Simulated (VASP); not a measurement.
S: single point with PBE

Crystal: S.

```
S
1.0
     0.00000    2.76983    2.76983
     2.76983    0.00000    2.76983
     2.76983    2.76983    0.00000
S
2
Direct
  0.85250 0.88250 0.88250
  0.14750 0.11750 0.11750
```

This cell differs from its parent crystal: shortest bond scaled by 0.94.

```json
{
 "Program": "VASP 6.6.1",
 "Task": "single point",
 "Functional": "PBE",
 "Potentials or basis": "VASP PAW PBE potentials, release 64 (S)",
 "Cutoff": "520 eV",
 "k mesh": "9 × 9 × 9",
 "Occupations": "fermi-dirac, width 0.05 eV",
 "Spin": "no spin polarisation",
 "Dipole correction": "no",
 "Further INCAR settings": "ALGO = Normal; EDIFF = 1e-06; NBANDS = 13"
}
```

| Property | Result |
| --- | --- |
| Pressure | 6.8 GPa |
| Largest force | 2.547 eV/Å |
| Band gap on the k mesh | zero (bands 6 and 7 overlap by 2.01 eV) |

Forces on the atoms (eV/Å):
```
S    1.471 -1.471 -1.471
S   -1.471  1.471  1.471
```

Stress tensor (GPa, compression positive):
```
 6.78  4.79  4.79
 4.79  6.78 -4.79
 4.79 -4.79  6.78
```

Levels at points of the mesh, in eV from the Fermi level:
| k point | band 2 | band 3 | band 4 | band 5 | band 6 | band 7 | band 8 | band 9 | band 10 | band 11 |
| --- | --- | --- | --- | --- | --- | --- | --- | --- | --- | --- |
| (0.00, 0.00, 0.00) | -8.46 | -5.25 | -3.84 | -3.84 | -1.49 | -1.49 | -0.40 | 5.68 | 7.64 | 7.64 |

It took 36 s on 1 thread of Intel(R) Xeon(R) Platinum 8488C (Sapphire Rapids), on a shared host, peak memory 0.17 GiB.

Caveat: the cell differs from its parent crystal (shortest bond scaled by 0.94); the cell stands under pressure; forces of over 1 eV/Å act on the atoms, so gaps and moduli don't describe the material at rest.
